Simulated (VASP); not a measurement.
# Na (P2_1) in VASP: relaxation of cell and atoms with PBE

Aim: the relaxation of cell and atoms of Na with PBE.

Program: VASP 6.6.1. These are calculated values, not measurements. Logs are shortened: lines on timing, memory, paths and dates and some standing lists are left out, and cuts for length are marked.

### Step 1. The cell of the first run

Symmetry: P2_1, No. 4, monoclinic system. Conventional cell: a = 5.630 Å, b = 4.372 Å, c = 7.729 Å, α = 90.00°, β = 105.63°, γ = 90.00°. Within 3.6 Å of Na (site symmetry 1) lie 6 Na at 2.75 to 3.56 Å. Within 3.9 Å of Na (site symmetry 1) lie 4 Na at 2.98 to 3.56 Å.

The cell was generated, and may not be a known phase.

### Step 2. Relaxation of cell and atoms, PBE

Contents of INCAR:

```
ALGO = Fast ; EDIFF = 1E-7
EDIFFG = -0.04 ; ENCUT = 600
GGA = PE ; IBRION = 2
ISIF = 3 ; ISMEAR = 0
LASPH = T ; LCHARG = F
LREAL = F ; LWAVE = F
NELM = 100 ; NSW = 90
PREC = Accurate ; SIGMA = 0.1
```

Contents of KPOINTS:

```
k-points
0
Gamma
  4 4 4
```

Contents of POSCAR:

```
Na
1.0
    5.6298132296      0.0000000000      0.0000000000
    0.0000000000      4.3724297705      0.0000000000
   -2.0825289906      0.0000000000      7.4433559518
Na
4
Direct
    0.1250000000      0.0000000000      0.9619700000
    0.8750000000      0.5000000000      0.0380300000
    0.4943700000      0.0449500000      0.7500000000
    0.5056300000      0.5449500000      0.2500000000
```

Potentials or basis: VASP PAW PBE potentials, release 64 (Na_pv).

Started as:

```bash
> cat potpaw_PBE.64/Na_pv/POTCAR > POTCAR
> mpirun -np 1 vasp_std > vasp.out
```

OUTCAR:

```text
EDIFF = 1E-7
   EDIFFG = -0.04
   ENCUT = 600
   GGA = PE
   IBRION = 2
   ISIF = 3
   ISMEAR = 0
   LASPH = T
   LREAL = F
   NELM = 100
   NSW = 90
   PREC = Accurate

 ion  position               nearest neighbor table
   1  0.125  0.000  0.962-   2 2.75   2 2.75
   2  0.875  0.500  0.038-   1 2.75   1 2.75
   3  0.494  0.045  0.750-
   4  0.506  0.545  0.250-

  LATTYP: Found a simple monoclinic cell.
 ALAT       =     5.6298132296
 B/A-ratio  =     0.7766562748
 C/A-ratio  =     1.3729045609
 COS(beta)  =    -0.2694366815

  Lattice vectors:

 A1 = (   5.6298132296,   0.0000000000,   0.0000000000)
 A2 = (   0.0000000000,   4.3724297705,   0.0000000000)
 A3 = (  -2.0825289906,   0.0000000000,   7.4433559518)

Analysis of symmetry for initial positions (statically):
=====================================================================
 Subroutine PRICEL returns:
 Original cell was already a primitive cell.

 Routine SETGRP: Setting up the symmetry group for a
 simple monoclinic supercell.

 Subroutine GETGRP returns: Found  2 space group operations
 (whereof  1 operations were pure point group operations)
 out of a pool of  4 trial point group operations.

The static configuration has the point symmetry C_1 .
 The point group associated with its full space group is C_2 .

Analysis of symmetry for dynamics (positions and initial velocities):
=====================================================================
 Subroutine PRICEL returns:
 Original cell was already a primitive cell.

 Routine SETGRP: Setting up the symmetry group for a
 simple monoclinic supercell.

 Subroutine GETGRP returns: Found  2 space group operations
 (whereof  1 operations were pure point group operations)
 out of a pool of  4 trial point group operations.

The dynamic configuration has the point symmetry C_1 .
 The point group associated with its full space group is C_2 .

 Subroutine INISYM returns: Found  2 space group operations
 (whereof  1 operations are pure point group operations),
 and found     1 'primitive' translations

----------------------------------------------------------------------------------------

                                     Primitive cell

  volume of cell :     183.2254

  direct lattice vectors                    reciprocal lattice vectors
     5.629813230  0.000000000  0.000000000     0.177625786  0.000000000  0.049696783
     0.000000000  4.372429771  0.000000000     0.000000000  0.228705789  0.000000000
    -2.082528991  0.000000000  7.443355952     0.000000000  0.000000000  0.134348002

  length of vectors
     5.629813230  4.372429771  7.729196260     0.184446985  0.228705789  0.134348002

  position of ions in fractional coordinates (direct lattice)
     0.125000000  0.000000000  0.961970000
     0.875000000  0.500000000  0.038030000
     0.494370000  0.044950000  0.750000000
     0.505630000  0.544950000  0.250000000

  ion indices of the primitive-cell ions
   primitive index   ion index
                 1           1
                 2           2
                 3           3
                 4           4

----------------------------------------------------------------------------------------

 KPOINTS: k-points

Automatic generation of k-mesh.
 Grid dimensions read from file:
 generate k-points for:    4    4    4

 Generating k-lattice:

  Cartesian coordinates                     Fractional coordinates (reciprocal lattice)
     0.044406447  0.000000000  0.012424196     0.250000000  0.000000000 -0.000000000
     0.000000000  0.057176447  0.000000000     0.000000000  0.250000000  0.000000000
     0.000000000  0.000000000  0.033587000     0.000000000  0.000000000  0.250000000

  Length of vectors
     0.046111746  0.057176447  0.033587000

  Shift w.r.t. Gamma in fractional coordinates (k-lattice)
     0.000000000  0.000000000  0.000000000

 Subroutine IBZKPT returns following result:
 ===========================================

 Found     30 irreducible k-points:

 Following reciprocal coordinates:
            Coordinates               Weight
  0.000000  0.000000  0.000000      1.000000
  0.250000  0.000000 -0.000000      2.000000
  0.500000  0.000000 -0.000000      1.000000
  0.000000  0.250000  0.000000      2.000000
  0.250000  0.250000 -0.000000      4.000000
  0.500000  0.250000 -0.000000      2.000000
[... 16 lines left out ...]
  0.250000  0.000000  0.500000      2.000000
  0.500000  0.000000  0.500000      1.000000
 [... further k-points ...]
   k-points           NKPTS =     30   k-points in BZ     NKDIM =     30   number of bands    NBANDS=     18
   number of dos      NEDOS =    301   number of ions     NIONS =      4
   total plane-waves  NPLWV = 110592
   dimension x,y,z NGX =    48 NGY =   36 NGZ =   64
   dimension x,y,z NGXF=    96 NGYF=   72 NGZF=  128
   ions per type =               4
   NGX,Y,Z   is equivalent  to a cutoff of  14.17, 13.69, 13.77 a.u.
   NGXF,Y,Z  is equivalent  to a cutoff of  28.35, 27.38, 27.53 a.u.
 SYSTEM =  unknown system
   PREC   = accura    normal or accurate (medium, high low for compatibility)
   ISTART =      0    job   : 0-new  1-cont  2-samecut
   ICHARG =      2    charge: 1-file 2-atom 10-const
   ISPIN  =      1    spin polarized calculation?
   LNONCOLLINEAR =      F non collinear calculations
   LSORBIT =      F    spin-orbit coupling
   LASPH  =      T    aspherical Exc in radial PAW
   ENCUT  =  600.0 eV  44.10 Ry    6.64 a.u.  11.24  8.73 15.44*2*pi/ulx,y,z
   NELM   =    100;   NELMIN=  2; NELMDL= -5     # of ELM steps
   EDIFF  = 0.1E-06   stopping-criterion for ELM
   LREAL  =      F    real-space projection
   EDIFFG = -.4E-01   stopping-criterion for IOM
   NSW    =     90    number of steps for IOM
   IBRION =      2    ionic relax: 0-MD 1-quasi-New 2-CG
   NFREE  =      1    steps in history (QN), initial steepest desc. (CG)
   ISIF   =      3    stress and relaxation
   ISYM   =      2    0-nonsym 1-usesym 2-fastsym
   POTIM  = 0.5000    time-step for ionic-motion
   TEBEG  =    0.0;   TEEND  =   0.0 temperature during run
   PSTRESS=    0.0 pullay stress
   NELECT =      28.0000    total number of electrons
   NUPDOWN=      -1.0000    fix difference up-down
   EMIN   =  10.00;   EMAX   =-10.00  energy-range for DOS
   EFERMI =   0.00;   METHOD = LEGACY
   ISMEAR =     0;   SIGMA  =   0.10  broadening in eV -4-tet -1-fermi 0-gaus
   EFERMI_NEDOS =   21; number of points for ismear=-14 and -15
   IALGO  =     68    algorithm
   IMIX   =      4    mixing-type and parameters
     AMIX     =   0.40;   BMIX     =  1.00
     AMIX_MAG =   1.60;   BMIX_MAG =  1.00
  volume/ion in A,a.u.               =      45.81       309.12
  Fermi-wavevector in a.u.,A,eV,Ry     =   0.875250  1.653983 10.422923  0.766063
  Thomas-Fermi vector in A             =   1.994895
   LORBIT       =      0    0 simple, 1 ext, 2 COOP (PROOUT), +10 PAW based schemes
   GGA     = PE    functional components
   LHFCALC =     F    Hartree Fock is set to
   AEXX    =    0.0000 exact exchange contribution
   IVDW    =     0    specifies the selected vdW correction
   LEPSILON=     F    determine dielectric tensor
   LRPA    =     F    only Hartree local field effects (RPA)
 conjugate gradient relaxation of ions
 non-spin polarized calculation
 RMM-DIIS sequential band-by-band and
 Gauss-broadening in eV      SIGMA  =   0.10
  energy-cutoff  :      600.00
  volume of cell :      183.23
 maximum number of plane-waves:      6133
 NGX is ok and might be reduce to    48
   NGX = 23   NGY = 17   NGZ = 31

--------------------------------------- Ionic step        1  -------------------------------------------

 number of electron      28.0000005 magnetization

 Free energy of the ion-electron system (eV)
  ---------------------------------------------------
  ext. energy  EPLUGINS =         0.00000000
  ---------------------------------------------------
  free energy    TOTEN  =        -3.87093335 eV

  energy without entropy =       -3.85536337  energy(sigma->0) =       -3.86314836

------------------------ aborting loop because EDIFF is reached ----------------------------------------

  FORCE on cell =-STRESS in cart. coord.  units (eV):
  Direction    XX          YY          ZZ          XY          YZ          ZX
  --------------------------------------------------------------------------------------
  -------------------------------------------------------------------------------------
  Total        2.3178946      1.2304775      0.3846585      0.0000000      0.0000000     -0.7890575
  in kB       20.2683617     10.7596622      3.3635685      0.0000000      0.0000000     -6.8997541
  external PRESSURE =      11.4638641 kB  Pullay stress =       0.0000000 kB
[... 95 lines left out ...]
  FREE ENERGIE OF THE ION-ELECTRON SYSTEM (eV)
  ---------------------------------------------------
  free  energy   TOTEN  =        -4.2102631225 eV

  energy  without entropy=       -4.1872391965  energy(sigma->0) =       -4.19875116

 E-fermi :  -0.0737     XC(G=0):  -6.1189

 val. band max:       -0.1057732910   @ k =   0.5000   0.2500   0.2500
 cond. band min:      -0.0456830282   @ k =   0.0000   0.2500   0.2500
 fundamental gap:      0.0600902629
 Fermi energy:        -0.0737143098

 k-point     1 :       0.0000    0.0000    0.0000
  band No.  band energies     occupation
      1     -25.1637      2.00000
      2     -25.1624      2.00000
      3     -25.1488      2.00000
      4     -25.1475      2.00000
      5     -25.1398      2.00000
      6     -25.1306      2.00000
[... 481 lines left out ...]
      5     -25.1404      2.00000
      6     -25.1337      2.00000
[... 10 lines left out ...]
     17       3.6420      0.00000
     18       3.8043      0.00000

 [... further k-points ...]

[... ionic steps 4 to 42 ...]

--------------------------------------- Ionic step       43  -------------------------------------------

 number of electron      27.9999996 magnetization

------------------------ aborting loop because EDIFF is reached ----------------------------------------
[... 71 lines left out ...]
--------------------------------------- Ionic step       45  -------------------------------------------

 number of electron      27.9999990 magnetization

 Free energy of the ion-electron system (eV)
  ---------------------------------------------------
  ext. energy  EPLUGINS =         0.00000000
  ---------------------------------------------------
  free energy    TOTEN  =        -5.19914253 eV

  energy without entropy =       -5.19338070  energy(sigma->0) =       -5.19626161

 E-fermi :   0.3280     XC(G=0):  -6.5365

 val. band max:        0.3114115971   @ k =   0.0000   0.2500   0.2500
 cond. band min:       0.4017125001   @ k =   0.0000   0.2500   0.2500
 fundamental gap:      0.0903009029
 Fermi energy:         0.3280256156

 k-point     1 :       0.0000    0.0000    0.0000
  band No.  band energies     occupation
      1     -24.5617      2.00000
      2     -24.5601      2.00000
      3     -24.5521      2.00000
      4     -24.5442      2.00000
      5     -24.5405      2.00000
      6     -24.5301      2.00000
[... 481 lines left out ...]
      5     -24.5373      2.00000
      6     -24.5360      2.00000
[... 10 lines left out ...]
     17       2.2239      0.00000
     18       2.6197      0.00000

 [... further k-points ...]

------------------------ aborting loop because EDIFF is reached ----------------------------------------

  FORCE on cell =-STRESS in cart. coord.  units (eV):
  Direction    XX          YY          ZZ          XY          YZ          ZX
  --------------------------------------------------------------------------------------
  -------------------------------------------------------------------------------------
  Total        0.1209143      0.0186703      0.0578610      0.0000000      0.0000000      0.0195454
  in kB        1.3240193      0.2044412      0.6335814      0.0000000      0.0000000      0.2140235
  external PRESSURE =       0.7206806 kB  Pullay stress =       0.0000000 kB
[... 19 lines left out ...]
  FREE ENERGIE OF THE ION-ELECTRON SYSTEM (eV)
  ---------------------------------------------------
  free  energy   TOTEN  =        -5.1991425258 eV

  energy  without entropy=       -5.1933806955  energy(sigma->0) =       -5.19626161

 reached required accuracy - stopping structural energy minimisation
```

Wall time 34 min (1 thread of Intel Xeon 6975P-C (Granite Rapids), shared host); peak memory 0.39 GiB.

Results:

```
Free energy                           : -5.1991 eV
Relaxed volume                        : 36.58 Å³/atom
Relaxed cell                          : a = 8.236 Å, b = 3.907 Å, c = 6.064 Å, α = 90.00°, β = 131.42°, γ = 90.00°
Space group after relaxing (to 0.1 Å) : C2/m (No. 12)
Energy gained by relaxing             : 332.1 meV/atom
Ionic steps                           : 45
Pressure after relaxing               : 0.1 GPa
Largest force after relaxing          : 0.032 eV/Å
Band gap on the k mesh                : zero (bands 14 and 15 overlap by 2.15 eV)
```

Forces in eV/Å, atoms in the order of the input:
```
Na  -0.002  0.002 -0.017
Na   0.002  0.002  0.017
Na   0.031 -0.002  0.008
Na  -0.031 -0.002 -0.008
```

Stress tensor (GPa, compression positive):
```
0.13 0.00 0.02
0.00 0.02 0.00
0.02 0.00 0.06
```

Step by step:
```tsv
step	energy change (eV)	largest force (eV/Å)	pressure (GPa)	volume (Å³)
1	0.0000	0.4890	1.15	183.23
3	-0.3393	0.2275	-0.10	219.53
5	-0.3699	0.1558	-0.48	236.71
7	-0.5627	0.2626	-0.34	210.36
9	-0.5745	0.3914	-0.18	199.06
11	-0.8129	0.4506	0.10	168.66
13	-0.8581	0.5232	0.89	146.65
15	-1.0762	0.2533	0.57	145.94
17	-1.1063	0.1930	0.23	150.88
19	-1.1192	0.1299	-0.34	162.46
21	-1.1207	0.1293	-0.26	159.98
23	-1.1620	0.1185	-0.11	155.36
25	-1.1732	0.1058	0.02	151.96
27	-1.1897	0.0329	0.08	150.34
29	-1.1997	0.0634	-0.02	152.96
31	-1.2158	0.1252	-0.21	155.80
33	-1.2457	0.1855	-0.08	151.77
35	-1.2179	0.1407	0.71	136.72
37	-1.3026	0.0919	0.06	145.50
39	-1.3079	0.0536	0.14	145.62
41	-1.3265	0.0424	-0.10	149.84
43	-1.3278	0.0380	-0.16	148.46
45	-1.3282	0.0319	0.07	146.32
```

Final structure:
```cif
data_structure
_symmetry_space_group_name_H-M 'P 1'
_symmetry_Int_Tables_number 1
_cell_length_a 8.2363
_cell_length_b 3.9069
_cell_length_c 6.0641
_cell_angle_alpha 90.000
_cell_angle_beta 131.425
_cell_angle_gamma 90.000
_cell_volume 146.32
loop_
_atom_site_label
_atom_site_type_symbol
_atom_site_fract_x
_atom_site_fract_y
_atom_site_fract_z
_atom_site_occupancy
Na1 Na 0.06744 0.02096 0.82002 1
Na2 Na 0.93256 0.52096 0.17998 1
Na3 Na 0.43022 0.02399 0.68204 1
Na4 Na 0.56978 0.52399 0.31796 1
```

Levels at points of the mesh, in eV from the Fermi level:
| k point | band 10 | band 11 | band 12 | band 13 | band 14 | band 15 | band 16 | band 17 | band 18 |
| --- | --- | --- | --- | --- | --- | --- | --- | --- | --- |
| (0.00, 0.00, 0.00) | -24.85 | -24.85 | -24.85 | -3.27 | 0.55 | 0.65 | 0.79 | 1.09 | 3.75 |
| (0.50, 0.00, 0.00) | -24.85 | -24.85 | -24.85 | -2.26 | -2.25 | 1.35 | 1.35 | 2.25 | 2.26 |
| (0.00, 0.50, 0.00) | -24.86 | -24.86 | -24.86 | -0.78 | -0.78 | 2.76 | 2.76 | 2.84 | 2.84 |
| (0.50, 0.50, 0.00) | -24.86 | -24.85 | -24.85 | 0.15 | 0.15 | 0.22 | 0.22 | 3.64 | 3.64 |
| (0.00, 0.00, 0.50) | -24.86 | -24.86 | -24.86 | -1.42 | -1.41 | -1.03 | -1.01 | 5.61 | 5.62 |
| (0.50, 0.00, 0.50) | -24.85 | -24.85 | -24.85 | -2.21 | -2.21 | 1.08 | 1.45 | 1.90 | 2.29 |
| (0.00, 0.50, 0.50) | -24.86 | -24.85 | -24.85 | 0.80 | 0.80 | 1.13 | 1.13 | 1.26 | 1.26 |
| (0.50, 0.50, 0.50) | -24.86 | -24.86 | -24.86 | 0.23 | 0.23 | 0.23 | 0.23 | 3.36 | 3.36 |

Caveat: the volume moved by over 15 % at a fixed basis, so the end points are rough.

The gap in the log of VASP goes by the Fermi energy; the results here count the filled bands.